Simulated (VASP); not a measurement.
# Be2Ge (Fm-3m) in VASP: further runs

Be2Ge is run at these levels: PBE, r2SCAN; tasks: single point.

Program: VASP 6.6.1. These are calculated values, not measurements. Logs are shortened: lines on timing, memory, paths and dates and some standing lists are left out, and cuts for length are marked.

## Step 1: The cell of the first run

It takes space group Fm-3m (No. 225, cubic). The conventional cell has a = 5.357 Å, b = 5.357 Å, c = 5.357 Å, α = 90.00°, β = 90.00°, γ = 90.00°. Within 3.1 Å of Ge (site symmetry m-3m) lie 8 Be at 2.32 Å. Be (site symmetry -43m) has 4 Ge at 2.32 Å and 6 Be at 2.68 Å within 3.1 Å.

## Step 2: Single point, PBE

INCAR

```
PREC     = Accurate       # precision mode
ENCUT    = 520            # plane-wave cutoff, eV
EDIFF    = 1E-6           # SCF threshold, eV
ISMEAR   = -1             # smearing method
SIGMA    = 0.02           # smearing width, eV
LREAL    = False          # projectors in reciprocal space
LASPH    = True           # aspherical terms in the spheres
NELM     = 60             # most SCF steps
ALGO     = Normal         # electronic algorithm
ISIF     = 2              # what is computed and relaxed
LWAVE    = False          # write WAVECAR
LCHARG   = False          # write CHGCAR
GGA      = PE             # functional
NBANDS   = 16             # bands
```

KPOINTS

```
regular mesh
0
Gamma
  6 6 6
```

POSCAR

```
Be2Ge
1.0
    0.0000000000      2.6783040109      2.6783040109
    2.6783040109      0.0000000000      2.6783040109
    2.6783040109      2.6783040109      0.0000000000
Ge Be
1 2
Direct
    0.0000000000      0.0000000000      0.0000000000
    0.2500000000      0.2500000000      0.2500000000
    0.7500000000      0.7500000000      0.7500000000
```

Potentials or basis: VASP PAW PBE potentials, release 64 (Ge_d, Be).

Run with:

```console
$ cat potpaw_PBE.64/Ge_d/POTCAR potpaw_PBE.64/Be/POTCAR > POTCAR
$ mpirun -np 1 vasp_std > vasp.out
```

OUTCAR:

```text
PREC = Accurate
   ENCUT = 520
   EDIFF = 1E-6
   ISMEAR = -1
   LREAL = False
   LASPH = True
   NELM = 60
   ISIF = 2
   GGA = PE

 ion  position               nearest neighbor table
   1  0.000  0.000  0.000-   3 2.32   3 2.32   3 2.32   2 2.32   3 2.32   2 2.32   2 2.32   2 2.32

   2  0.250  0.250  0.250-   1 2.32   1 2.32   1 2.32   1 2.32
   3  0.750  0.750  0.750-   1 2.32   1 2.32   1 2.32   1 2.32

  LATTYP: Found a face centered cubic cell.
 ALAT       =     5.3566080218

  Lattice vectors:

 A1 = (   0.0000000000,   2.6783040109,   2.6783040109)
 A2 = (   2.6783040109,   0.0000000000,   2.6783040109)
 A3 = (   2.6783040109,   2.6783040109,   0.0000000000)

Analysis of symmetry for initial positions (statically):
=====================================================================
 Subroutine PRICEL returns:
 Original cell was already a primitive cell.

 Routine SETGRP: Setting up the symmetry group for a
 face centered cubic supercell.

 Subroutine GETGRP returns: Found 48 space group operations
 (whereof 48 operations were pure point group operations)
 out of a pool of 48 trial point group operations.

The static configuration has the point symmetry O_h .

Analysis of symmetry for dynamics (positions and initial velocities):
=====================================================================
 Subroutine PRICEL returns:
 Original cell was already a primitive cell.

 Routine SETGRP: Setting up the symmetry group for a
 face centered cubic supercell.

 Subroutine GETGRP returns: Found 48 space group operations
 (whereof 48 operations were pure point group operations)
 out of a pool of 48 trial point group operations.

The dynamic configuration has the point symmetry O_h .

 Subroutine INISYM returns: Found 48 space group operations
 (whereof 48 operations are pure point group operations),
 and found     1 'primitive' translations

----------------------------------------------------------------------------------------

                                     Primitive cell

  volume of cell :      38.4246

[... 67 lines left out ...]
   dimension x,y,z NGXF=    56 NGYF=   56 NGZF=   56
   ions per type =               1   2
   NGX,Y,Z   is equivalent  to a cutoff of  12.29, 12.29, 12.29 a.u.
   NGXF,Y,Z  is equivalent  to a cutoff of  24.58, 24.58, 24.58 a.u.
 SYSTEM =  unknown system
   PREC   = accura    normal or accurate (medium, high low for compatibility)
   ISTART =      0    job   : 0-new  1-cont  2-samecut
   ICHARG =      2    charge: 1-file 2-atom 10-const
   ISPIN  =      1    spin polarized calculation?
   LNONCOLLINEAR =      F non collinear calculations
   LSORBIT =      F    spin-orbit coupling
   LASPH  =      T    aspherical Exc in radial PAW
   ENCUT  =  520.0 eV  38.22 Ry    6.18 a.u.   7.04  7.04  7.04*2*pi/ulx,y,z
   NELM   =     60;   NELMIN=  2; NELMDL= -5     # of ELM steps
   EDIFF  = 0.1E-05   stopping-criterion for ELM
   LREAL  =      F    real-space projection
[... 7 lines left out ...]
   TEBEG  =    0.0;   TEEND  =   0.0 temperature during run
   PSTRESS=    0.0 pullay stress
   NELECT =      18.0000    total number of electrons
   NUPDOWN=      -1.0000    fix difference up-down
   EMIN   =  10.00;   EMAX   =-10.00  energy-range for DOS
   EFERMI =   0.00;   METHOD = LEGACY
   ISMEAR =    -1;   SIGMA  =   0.02  broadening in eV -4-tet -1-fermi 0-gaus
   EFERMI_NEDOS =   21; number of points for ismear=-14 and -15
   IALGO  =     38    algorithm
   IMIX   =      4    mixing-type and parameters
     AMIX     =   0.40;   BMIX     =  1.00
     AMIX_MAG =   1.60;   BMIX_MAG =  1.00
  volume/ion in A,a.u.               =      12.81        86.43
  Fermi-wavevector in a.u.,A,eV,Ry     =   1.271440  2.402673 21.994622  1.616559
  Thomas-Fermi vector in A             =   2.404373
   LORBIT       =      0    0 simple, 1 ext, 2 COOP (PROOUT), +10 PAW based schemes
   GGA     = PE    functional components
   LHFCALC =     F    Hartree Fock is set to
   AEXX    =    0.0000 exact exchange contribution
   IVDW    =     0    specifies the selected vdW correction
   LEPSILON=     F    determine dielectric tensor
   LRPA    =     F    only Hartree local field effects (RPA)
 non-spin polarized calculation
  energy-cutoff  :      520.00
  volume of cell :       38.42
 maximum number of plane-waves:      1056
   NGX = 15   NGY = 15   NGZ = 15

 number of electron      17.9999994 magnetization

 Free energy of the ion-electron system (eV)
  ---------------------------------------------------
  ext. energy  EPLUGINS =         0.00000000
  ---------------------------------------------------
  free energy    TOTEN  =       -11.27487440 eV

  energy without entropy =      -11.27460228  energy(sigma->0) =      -11.27473834

 E-fermi :   6.5757     XC(G=0): -10.3838

 val. band max:        6.5197792400   @ k =   0.5000   0.5000   0.0000
 cond. band min:       6.6398444079   @ k =   0.5000   0.5000   0.0000
 fundamental gap:      0.1200651680
 Fermi energy:         6.5757260550

 k-point     1 :       0.0000    0.0000    0.0000
  band No.  band energies     occupation
      1     -18.2488      2.00000
      2     -18.2488      2.00000
      3     -18.2488      2.00000
      4     -18.2016      2.00000
      5     -18.2016      2.00000
      6      -6.2222      2.00000
[... 281 lines left out ...]
      3     -18.2287      2.00000
      4     -18.2071      2.00000
      5     -18.1970      2.00000
      6      -3.0578      2.00000
[... 8 lines left out ...]
     15      15.9985      0.00000
     16      18.4258      0.00000

------------------------ aborting loop because EDIFF is reached ----------------------------------------

  FORCE on cell =-STRESS in cart. coord.  units (eV):
  Direction    XX          YY          ZZ          XY          YZ          ZX
  --------------------------------------------------------------------------------------
  -------------------------------------------------------------------------------------
  Total        0.1940926      0.1940926      0.1940926      0.0000000      0.0000000     -0.0000000
  in kB        8.0930073      8.0930073      8.0930073      0.0000000      0.0000000     -0.0000000
  external PRESSURE =       8.0930073 kB  Pullay stress =       0.0000000 kB

 VOLUME and BASIS-vectors are now :
 -----------------------------------------------------------------------------
  energy-cutoff  :      520.00
  volume of cell :       38.42
      direct lattice vectors                 reciprocal lattice vectors
     0.000000000  2.678304011  2.678304011    -0.186685305  0.186685305  0.186685305
     2.678304011  0.000000000  2.678304011     0.186685305 -0.186685305  0.186685305
     2.678304011  2.678304011  0.000000000     0.186685305  0.186685305 -0.186685305

 POSITION                                       TOTAL-FORCE (eV/Angst)
 -----------------------------------------------------------------------------------
      0.00000      0.00000      0.00000         0.000000      0.000000      0.000000
      1.33915      1.33915      1.33915        -0.000000     -0.000000     -0.000000
      4.01746      4.01746      4.01746         0.000000      0.000000      0.000000
 -----------------------------------------------------------------------------------
    total drift:                               -0.000000     -0.000000      0.000000

  FREE ENERGIE OF THE ION-ELECTRON SYSTEM (eV)
  ---------------------------------------------------
  free  energy   TOTEN  =       -11.2748744035 eV

  energy  without entropy=      -11.2746022784  energy(sigma->0) =      -11.27473834
```

Run time: 16 s. Hardware: 1 thread of Intel Xeon 8259CL, shared host; peak memory 0.15 GiB.

Results:

```yaml
Free_energy: -11.2749 eV
Pressure: 0.8 GPa
Band_gap_on_the_k_mesh: zero (band 9 reaches 7.12 eV, above the bottom of band 10 at 6.52 eV)
```

Levels at points of the mesh, in eV from the Fermi level:
| k point | band 6 | band 7 | band 8 | band 9 | band 10 | band 11 | band 12 | band 13 |
| --- | --- | --- | --- | --- | --- | --- | --- | --- |
| (0.00, 0.00, 0.00) | -12.80 | 0.54 | 0.54 | 0.54 | 0.68 | 0.68 | 0.68 | 4.47 |
| (0.50, 0.00, 0.00) | -10.59 | -7.62 | -1.68 | -1.68 | 1.48 | 1.48 | 2.11 | 5.57 |
| (0.50, 0.50, 0.00) | -9.75 | -6.76 | -4.18 | -4.18 | -0.06 | 0.06 | 7.96 | 7.96 |

## Step 3: Single point, PBE

INCAR

```
SYSTEM = Be2Ge
  PREC = Accurate
  ENCUT = 520
  EDIFF = 1E-6
  ISMEAR = -1
  SIGMA = 0.02
  LREAL = .False.
  LASPH = .True.
  NELM = 60
  ALGO = Normal
  ISIF = 2
  LWAVE = .False.
  LCHARG = .True.
  GGA = PE
  LELF = .True.
  LVHAR = .True.
  NBANDS = 16
```

KPOINTS

```
regular mesh
0
Gamma
  6 6 6
  0 0 0
```

POSCAR is that of step 2.

Potentials or basis: VASP PAW PBE potentials, release 64 (Ge_d, Be).

Run with:

```console
$ cat potpaw_PBE.64/Ge_d/POTCAR potpaw_PBE.64/Be/POTCAR > POTCAR
$ mpirun -np 1 vasp_std > vasp.out
```

Run time: 17 s. Hardware: 1 thread of Intel Xeon 8259CL, shared host; peak memory 0.15 GiB.

It converged, with:

```yaml
Free_energy: -11.2749 eV
Pressure: 0.8 GPa
Band_gap_on_the_k_mesh: zero (band 9 reaches 7.12 eV, above the bottom of band 10 at 6.52 eV)
```

Levels at points of the mesh, in eV from the Fermi level:
```
           k point  band 7  band 8  band 9  band 10  band 11  band 12
(0.00, 0.00, 0.00)    0.54    0.54    0.54     0.68     0.68     0.68
(0.50, 0.00, 0.00)   -7.62   -1.68   -1.68     1.48     1.48     2.11
(0.50, 0.50, 0.00)   -6.76   -4.18   -4.18    -0.06     0.06     7.96
```

## Step 4: Single point, r2SCAN

POSCAR is that of step 3.

INCAR.step1

```
PREC     = Accurate       # precision mode
ENCUT    = 520            # plane-wave cutoff, eV
ISMEAR   = -1             # smearing method
SIGMA    = 0.02           # smearing width, eV
LREAL    = F              # projectors in reciprocal space
LASPH    = T              # aspherical terms in the spheres
NELM     = 60             # most SCF steps
NBANDS   = 16             # bands
GGA      = PE             # functional
ALGO     = Normal         # electronic algorithm
EDIFF    = 1E-4           # SCF threshold, eV
LWAVE    = T              # write WAVECAR
LCHARG   = F              # write CHGCAR
```

INCAR.step2

```
PREC     = Accurate       # precision mode
ENCUT    = 520            # plane-wave cutoff, eV
EDIFF    = 1E-6           # SCF threshold, eV
ISMEAR   = -1             # smearing method
SIGMA    = 0.02           # smearing width, eV
LREAL    = F              # projectors in reciprocal space
LASPH    = T              # aspherical terms in the spheres
NELM     = 60             # most SCF steps
ALGO     = Normal         # electronic algorithm
ISIF     = 2              # what is computed and relaxed
LWAVE    = F              # write WAVECAR
LCHARG   = F              # write CHGCAR
METAGGA  = R2SCAN         # meta-GGA
LMIXTAU  = T            
NBANDS   = 16             # bands
ISTART   = 1
```

KPOINTS

```
regular mesh
0
Gamma
  6 6 6
```

Potentials or basis: VASP PAW PBE potentials, release 64 (Ge_d, Be).

Run with:

```console
$ cat potpaw_PBE.64/Ge_d/POTCAR potpaw_PBE.64/Be/POTCAR > POTCAR
$ cp INCAR.step1 INCAR
$ mpirun -np 1 vasp_std > vasp.out
$ cp INCAR.step2 INCAR
$ mpirun -np 1 vasp_std > vasp.out
```

OUTCAR:

```text
PREC = Accurate
   ENCUT = 520
   EDIFF = 1E-6
   ISMEAR = -1
   LREAL = F
   LASPH = T
   NELM = 60
   ISIF = 2
   METAGGA = R2SCAN
   ISTART = 1

 ion  position               nearest neighbor table
   1  0.000  0.000  0.000-   3 2.32   3 2.32   3 2.32   2 2.32   3 2.32   2 2.32   2 2.32   2 2.32

   2  0.250  0.250  0.250-   1 2.32   1 2.32   1 2.32   1 2.32
   3  0.750  0.750  0.750-   1 2.32   1 2.32   1 2.32   1 2.32

  LATTYP: Found a face centered cubic cell.
 ALAT       =     5.3566080218

  Lattice vectors:

 A1 = (   0.0000000000,   2.6783040109,   2.6783040109)
 A2 = (   2.6783040109,   0.0000000000,   2.6783040109)
 A3 = (   2.6783040109,   2.6783040109,   0.0000000000)

Analysis of symmetry for initial positions (statically):
=====================================================================
 Subroutine PRICEL returns:
 Original cell was already a primitive cell.

 Routine SETGRP: Setting up the symmetry group for a
 face centered cubic supercell.

[... 155 lines left out ...]

  energy without entropy =      -21.86099893  energy(sigma->0) =      -21.86105922

 E-fermi :   6.6875     XC(G=0): -11.1285

 val. band max:        6.6104711541   @ k =   0.5000   0.5000   0.0000
 cond. band min:       6.7787679193   @ k =   0.3333   0.3333   0.0000
 fundamental gap:      0.1682967652
 Fermi energy:         6.6875389395

 k-point     1 :       0.0000    0.0000    0.0000
  band No.  band energies     occupation
      1     -18.9274      2.00000
      2     -18.9274      2.00000
      3     -18.9274      2.00000
      4     -18.8753      2.00000
      5     -18.8753      2.00000
      6      -6.9250      2.00000
[... 281 lines left out ...]
      3     -18.9046      2.00000
      4     -18.8816      2.00000
      5     -18.8701      2.00000
      6      -3.5251      2.00000
[... 8 lines left out ...]
     15      17.0444      0.00000
     16      19.2778      0.00000

------------------------ aborting loop because EDIFF is reached ----------------------------------------

  FORCE on cell =-STRESS in cart. coord.  units (eV):
  Direction    XX          YY          ZZ          XY          YZ          ZX
  --------------------------------------------------------------------------------------
  -------------------------------------------------------------------------------------
  Total        0.0231698      0.0231698      0.0231698      0.0000000      0.0000000      0.0000000
  in kB        0.9661014      0.9661014      0.9661014      0.0000000      0.0000000      0.0000000
  external PRESSURE =       0.9661014 kB  Pullay stress =       0.0000000 kB

 VOLUME and BASIS-vectors are now :
 -----------------------------------------------------------------------------
  energy-cutoff  :      520.00
  volume of cell :       38.42
      direct lattice vectors                 reciprocal lattice vectors
     0.000000000  2.678304011  2.678304011    -0.186685305  0.186685305  0.186685305
     2.678304011  0.000000000  2.678304011     0.186685305 -0.186685305  0.186685305
     2.678304011  2.678304011  0.000000000     0.186685305  0.186685305 -0.186685305

 POSITION                                       TOTAL-FORCE (eV/Angst)
 -----------------------------------------------------------------------------------
      0.00000      0.00000      0.00000         0.000000      0.000000      0.000000
      1.33915      1.33915      1.33915        -0.000000      0.000000     -0.000000
      4.01746      4.01746      4.01746         0.000000     -0.000000      0.000000
 -----------------------------------------------------------------------------------
    total drift:                               -0.000000     -0.000000      0.000000

  FREE ENERGIE OF THE ION-ELECTRON SYSTEM (eV)
  ---------------------------------------------------
  free  energy   TOTEN  =       -21.8611195136 eV

  energy  without entropy=      -21.8609989310  energy(sigma->0) =      -21.86105922
```

Run time: 81 s. Hardware: 1 thread of Intel Xeon 8259CL, shared host; peak memory 0.16 GiB.

Results:

| Item | Value |
| --- | --- |
| Free energy | -21.8611 eV |
| Pressure | 0.1 GPa |
| Band gap on the k mesh | zero (band 9 reaches 7.11 eV, above the bottom of band 10 at 6.61 eV) |

Levels at points of the mesh, in eV from the Fermi level:
```csv
k point,band 7,band 8,band 9,band 10,band 11,band 12
"(0.00, 0.00, 0.00)",0.42,0.42,0.42,0.75,0.75,0.75
"(0.50, 0.00, 0.00)",-8.14,-1.88,-1.88,1.61,1.61,2.32
"(0.50, 0.50, 0.00)",-7.28,-4.51,-4.51,-0.08,0.19,8.70
```

Caveat: the PAW data sets were made with another functional, which shifts forces and pressure a little.
